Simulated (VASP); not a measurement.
Wanted: the native input for a VASP 6.6.1 run.

```
Task                   : single point
Functional             : PBE
Potentials or basis    : VASP PAW PBE potentials, release 64 (La, In_d, Mn_pv)
Cutoff                 : 520 eV
k mesh                 : 6 × 6 × 6
Occupations            : fermi-dirac, width 0.05 eV
Spin                   : collinear spin, ferromagnetic start
Starting moments       : [0.0, 0.0, 4.0] μB
Dipole correction      : no
Further INCAR settings : ALGO = Normal; EDIFF = 1e-07; NBANDS = 30
```

The structure of LaMnIn lies in POSCAR:

```
LaMnIn
1.0
    4.7770743852      0.0000000000      0.0000000000
   -2.3885371926      4.1370677734      0.0000000000
    0.0000000000      0.0000000000      4.0965590000
La In Mn
1 1 1
Direct
    0.0000000000      0.0000000000      0.0000000000
    0.3333333333      0.6666666667      0.5000000000
    0.6666666667      0.3333333333      0.5000000000
```

One way to write it, as run:

INCAR

```
PREC = Accurate
ENCUT = 520
EDIFF = 1E-7
ISMEAR = -1
SIGMA = 0.05
LREAL = False
LASPH = True
NELM = 150
ALGO = Normal
ISIF = 2
LWAVE = False
LCHARG = False
ISPIN = 2
MAGMOM = 0 0 4
LORBIT = 11
LMAXMIX = 6
GGA = PE
NBANDS = 30
```

KPOINTS

```
regular mesh
0
Gamma
  6 6 6
```

Potentials or basis: VASP PAW PBE potentials, release 64 (La, In_d, Mn_pv).

Run with:

```console
$ cat potpaw_PBE.64/La/POTCAR potpaw_PBE.64/In_d/POTCAR potpaw_PBE.64/Mn_pv/POTCAR > POTCAR
$ mpirun -np 1 vasp_std > vasp.out
```

Results of the run:

```json
{
 "Pressure": "-0.4 GPa",
 "Net moment": "3.36 μB per cell",
 "Site moments": "La -0.17; In -0.08; Mn +3.74 μB",
 "Valence electrons inside the program's atomic spheres": "La 8.46; In 11.56; Mn 11.43"
}
```

Run time: 2.6 min on 1 thread of Intel(R) Xeon(R) Platinum 8259CL CPU @ 2.50GHz (Skylake/Cascade Lake), on a shared host, peak memory 0.31 GiB.
